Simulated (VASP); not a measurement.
# TlCo2 (Fd-3m) in VASP: single point with PBE

Aim: the single point of TlCo2 with PBE.

Everything below comes from runs of VASP 6.6.1. Logs are shortened: lines on timing, memory, paths and dates and some standing lists are left out, and cuts for length are marked.

## Step 1: The cell of the first run

Symmetry: Fd-3m, No. 227, cubic system. Conventional cell: a = 7.180 Å, b = 7.180 Å, c = 7.180 Å, α = 90.00°, β = 90.00°, γ = 90.00°. Within 3.9 Å of Tl (site symmetry -43m) lie 12 Co at 2.98 Å and 4 Tl at 3.11 Å. Within 3.3 Å of Co (site symmetry -3m) lie 6 Co at 2.54 Å and 6 Tl at 2.98 Å.

## Step 2: Single point, PBE, collinear spin, ferromagnetic start

INCAR

```
ALGO = Fast
EDIFF = 1E-6
ENCUT = 520
GGA = PE
ISIF = 2
ISMEAR = 0
ISPIN = 2
LASPH = True
LCHARG = False
LMAXMIX = 4
LORBIT = 11
LREAL = False
LWAVE = False
MAGMOM = 0 0 2.07 2.07 2.07 2.07
NBANDS = 44
NELM = 150
PREC = Accurate
SIGMA = 0.1
```

KPOINTS

```
k-points
0
Gamma
  4 4 4
```

POSCAR

```
TlCo2
1.0
    0.0000000000      3.5898611186      3.5898611186
    3.5898611186      0.0000000000      3.5898611186
    3.5898611186      3.5898611186      0.0000000000
Tl Co
2 4
Direct
    0.0000000000      0.0000000000      0.0000000000
    0.2500000000      0.2500000000      0.2500000000
    0.6250000000      0.6250000000      0.6250000000
    0.1250000000      0.6250000000      0.6250000000
    0.6250000000      0.6250000000      0.1250000000
    0.6250000000      0.1250000000      0.6250000000
```

Potentials or basis: VASP PAW PBE potentials, release 64 (Tl_d, Co).

Run with:

```
> cat potpaw_PBE.64/Tl_d/POTCAR potpaw_PBE.64/Co/POTCAR > POTCAR
> mpirun -np 1 vasp_std > vasp.out
```

OUTCAR:

```text
EDIFF = 1E-6
   ENCUT = 520
   GGA = PE
   ISIF = 2
   ISMEAR = 0
   ISPIN = 2
   LASPH = True
   LORBIT = 11
   LREAL = False
   NELM = 150
   PREC = Accurate

 ion  position               nearest neighbor table
   1  0.000  0.000  0.000-   5 2.98   6 2.98   4 2.98   5 2.98   4 2.98   6 2.98   3 2.98   3 2.98
                             3 2.98   4 2.98   5 2.98   6 2.98   2 3.11   2 3.11   2 3.11   2 3.11
   2  0.250  0.250  0.250-   4 2.98   6 2.98   4 2.98   5 2.98   5 2.98   6 2.98   3 2.98   6 2.98
                             3 2.98   3 2.98   4 2.98   5 2.98   1 3.11   1 3.11   1 3.11   1 3.11
   3  0.625  0.625  0.625-   4 2.54   5 2.54   6 2.54   5 2.54   6 2.54   4 2.54   1 2.98   2 2.98
                             1 2.98   2 2.98   1 2.98   2 2.98
   4  0.125  0.625  0.625-   3 2.54   5 2.54   6 2.54   3 2.54   5 2.54   6 2.54   2 2.98   1 2.98
                             2 2.98   1 2.98   1 2.98   2 2.98
   5  0.625  0.625  0.125-   3 2.54   3 2.54   4 2.54   6 2.54   6 2.54   4 2.54   1 2.98   2 2.98
                             1 2.98   2 2.98   1 2.98   2 2.98
   6  0.625  0.125  0.625-   3 2.54   5 2.54   3 2.54   4 2.54   5 2.54   4 2.54   1 2.98   2 2.98
                             1 2.98   2 2.98   1 2.98   2 2.98

  LATTYP: Found a face centered cubic cell.
 ALAT       =     7.1797222372

  Lattice vectors:

 A1 = (   0.0000000000,   3.5898611186,   3.5898611186)
 A2 = (   3.5898611186,   0.0000000000,   3.5898611186)
 A3 = (   3.5898611186,   3.5898611186,   0.0000000000)

Analysis of symmetry for initial positions (statically):
=====================================================================
 Subroutine PRICEL returns:
 Original cell was already a primitive cell.

 Routine SETGRP: Setting up the symmetry group for a
 face centered cubic supercell.

 Subroutine GETGRP returns: Found 48 space group operations
 (whereof 24 operations were pure point group operations)
 out of a pool of 48 trial point group operations.

The static configuration has the point symmetry T_d .
 The point group associated with its full space group is O_h .

Analysis of symmetry for dynamics (positions and initial velocities):
=====================================================================
 Subroutine PRICEL returns:
 Original cell was already a primitive cell.

 Routine SETGRP: Setting up the symmetry group for a
 face centered cubic supercell.

 Subroutine GETGRP returns: Found 48 space group operations
 (whereof 24 operations were pure point group operations)
 out of a pool of 48 trial point group operations.

The dynamic configuration has the point symmetry T_d .
 The point group associated with its full space group is O_h .

Analysis of structural, dynamic, and magnetic symmetry:
[... 146 lines left out ...]
  ---------------------------------------------------
  ext. energy  EPLUGINS =         0.00000000
  ---------------------------------------------------
  free energy    TOTEN  =       -29.65285370 eV

  energy without entropy =      -29.60480397  energy(sigma->0) =      -29.62882884

 E-fermi :   9.2506     XC(G=0): -12.2287

 val. band max:        9.2459705900   @ k =   0.2500   0.2500   0.0000
 cond. band min:       9.2505895269   @ k =  -0.2500   0.5000   0.2500
 fundamental gap:      0.0046189369
 Fermi energy:         9.2505761416

 spin component 1

 k-point     1 :       0.0000    0.0000    0.0000
  band No.  band energies     occupation
      1      -2.5439      1.00000
      2      -2.5439      1.00000
      3      -2.5439      1.00000
      4      -2.5387      1.00000
      5      -2.5387      1.00000
      6      -2.0152      1.00000
[... 357 lines left out ...]
     42      17.2220      0.00000
     43      17.7549      0.00000
 Fermi energy:         9.2505761416

 spin component 2

 k-point     1 :       0.0000    0.0000    0.0000
  band No.  band energies     occupation
      1      -2.5317      1.00000
      2      -2.5317      1.00000
      3      -2.5294      1.00000
      4      -2.5294      1.00000
      5      -2.5294      1.00000
      6      -2.0065      1.00000
[... 357 lines left out ...]
     42      17.5036      0.00000
     43      18.1036      0.00000
 [bands above 43 left out]

------------------------ aborting loop because EDIFF is reached ----------------------------------------

  FORCE on cell =-STRESS in cart. coord.  units (eV):
  Direction    XX          YY          ZZ          XY          YZ          ZX
  --------------------------------------------------------------------------------------
  -------------------------------------------------------------------------------------
  Total       -0.1800716     -0.1800716     -0.1800716      0.0000000      0.0000000     -0.0000000
  in kB       -3.1181211     -3.1181211     -3.1181211      0.0000000      0.0000000     -0.0000000
  external PRESSURE =      -3.1181211 kB  Pullay stress =       0.0000000 kB

 VOLUME and BASIS-vectors are now :
 -----------------------------------------------------------------------------
  energy-cutoff  :      520.00
  volume of cell :       92.53
      direct lattice vectors                 reciprocal lattice vectors
     0.000000000  3.589861119  3.589861119    -0.139281154  0.139281154  0.139281154
     3.589861119  0.000000000  3.589861119     0.139281154 -0.139281154  0.139281154
     3.589861119  3.589861119  0.000000000     0.139281154  0.139281154 -0.139281154

 POSITION                                       TOTAL-FORCE (eV/Angst)
 -----------------------------------------------------------------------------------
      0.00000      0.00000      0.00000        -0.000000     -0.000000     -0.000000
      1.79493      1.79493      1.79493         0.000000      0.000000      0.000000
      4.48733      4.48733      4.48733        -0.000000     -0.000000      0.000000
      4.48733      2.69240      2.69240        -0.000000     -0.000000      0.000000
      2.69240      2.69240      4.48733        -0.000000     -0.000000      0.000000
      2.69240      4.48733      2.69240        -0.000000     -0.000000      0.000000
 -----------------------------------------------------------------------------------
    total drift:                                0.000000      0.000000      0.000000

  FREE ENERGIE OF THE ION-ELECTRON SYSTEM (eV)
  ---------------------------------------------------
  free  energy   TOTEN  =       -29.6528537024 eV

  energy  without entropy=      -29.6048039705  energy(sigma->0) =      -29.62882884

 total charge

# of ion       s       p       d       tot
------------------------------------------
    1        1.020   0.614   9.678  11.312
    2        1.020   0.614   9.678  11.312
    3        0.433   0.379   7.235   8.047
    4        0.433   0.379   7.235   8.047
    5        0.433   0.379   7.235   8.047
    6        0.433   0.379   7.235   8.047
--------------------------------------------------
tot          3.773   2.743  48.296  54.811

 magnetization (x)

# of ion       s       p       d       tot
------------------------------------------
    1        0.058  -0.039  -0.004   0.016
    2        0.058  -0.039  -0.004   0.016
    3        0.011  -0.010   1.815   1.816
    4        0.011  -0.010   1.815   1.816
    5        0.011  -0.010   1.815   1.816
    6        0.011  -0.010   1.815   1.816
--------------------------------------------------
tot          0.161  -0.118   7.252   7.294
```

OSZICAR:

```text
N       E                     dE             d eps       ncg     rms          rms(c)
DAV:   1     0.539374504542E+03    0.53937E+03   -0.27719E+04  1408   0.167E+03
DAV:   2     0.885182021502E+01   -0.53052E+03   -0.49196E+03  1416   0.392E+02
DAV:   3    -0.322031529321E+02   -0.41055E+02   -0.38200E+02  1496   0.132E+02
DAV:   4    -0.330315473846E+02   -0.82839E+00   -0.82524E+00  1588   0.187E+01
DAV:   5    -0.330603356407E+02   -0.28788E-01   -0.28785E-01  1988   0.285E+00    0.233E+01
RMM:   6    -0.343738025555E+02   -0.13135E+01   -0.40437E+01  1486   0.459E+01    0.230E+01
RMM:   7    -0.297538247605E+02    0.46200E+01   -0.12108E+01  1408   0.273E+01    0.829E+00
RMM:   8    -0.296286379312E+02    0.12519E+00   -0.41949E-01  1440   0.364E+00    0.443E+00
RMM:   9    -0.296451933279E+02   -0.16555E-01   -0.60747E-02  1543   0.120E+00    0.284E+00
RMM:  10    -0.296587513700E+02   -0.13558E-01   -0.23438E-02  1546   0.822E-01    0.122E+00
RMM:  11    -0.296531094215E+02    0.56419E-02   -0.16965E-02  1545   0.675E-01    0.424E-01
RMM:  12    -0.296531664693E+02   -0.57048E-04   -0.38503E-03  1607   0.317E-01    0.196E-01
RMM:  13    -0.296528120258E+02    0.35444E-03   -0.98684E-04  1819   0.148E-01    0.110E-01
RMM:  14    -0.296528440664E+02   -0.32041E-04   -0.24748E-04  1720   0.716E-02    0.653E-02
RMM:  15    -0.296528512781E+02   -0.72117E-05   -0.81679E-05  1696   0.467E-02    0.375E-02
RMM:  16    -0.296528542569E+02   -0.29788E-05   -0.28269E-05  1669   0.215E-02    0.221E-02
RMM:  17    -0.296528537024E+02    0.55443E-06   -0.43775E-06  1219   0.112E-02
   1 F= -.29652854E+02 E0= -.29628829E+02  d E =-.480497E-01  mag=     7.2050
```

It took 1.8 min on 1 thread of Intel Xeon Platinum 8488C (Sapphire Rapids), shared host; peak memory 0.3 GiB.

What came out:

| Property | Result |
| --- | --- |
| Free energy | -29.6529 eV |
| Pressure | -0.3 GPa |
| Net moment | 7.21 μB per cell |
| Site moments | Tl +0.02; Co +1.82 μB |
| Valence electrons inside the program's atomic spheres | Tl 11.31; Co 8.05 |

Levels at points of the mesh, in eV from the Fermi level:
Spin up:
| k point | band 30 | band 31 | band 32 | band 33 | band 34 | band 35 | band 36 | band 37 | band 38 | band 39 |
| --- | --- | --- | --- | --- | --- | --- | --- | --- | --- | --- |
| (0.00, 0.00, 0.00) | -0.74 | -0.74 | -0.74 | 0.20 | 0.20 | 0.20 | 1.22 | 1.62 | 2.79 | 2.79 |
| (0.50, 0.00, 0.00) | -1.75 | -1.75 | -0.74 | -0.51 | -0.12 | -0.08 | -0.08 | 2.53 | 2.53 | 5.13 |
| (0.50, 0.50, 0.00) | -1.77 | -1.76 | -1.76 | -1.11 | -1.11 | -0.25 | -0.25 | 5.85 | 5.85 | 7.63 |
Spin down:
```csv
k point,band 24,band 25,band 26,band 27,band 28,band 29,band 30,band 31,band 32,band 33
"(0.00, 0.00, 0.00)",0.15,0.23,0.23,0.23,0.24,0.24,0.24,0.35,0.35,1.00
"(0.50, 0.00, 0.00)",-1.03,-0.59,-0.59,0.09,0.20,0.20,0.30,0.30,0.67,0.81
"(0.50, 0.50, 0.00)",-1.03,-0.82,-0.82,-0.34,-0.34,0.15,0.15,0.32,0.32,0.43
```

Caveat: the k points lie up to 0.38 Å⁻¹ apart; spin-orbit coupling is left out, which moves the levels of the heavy elements.
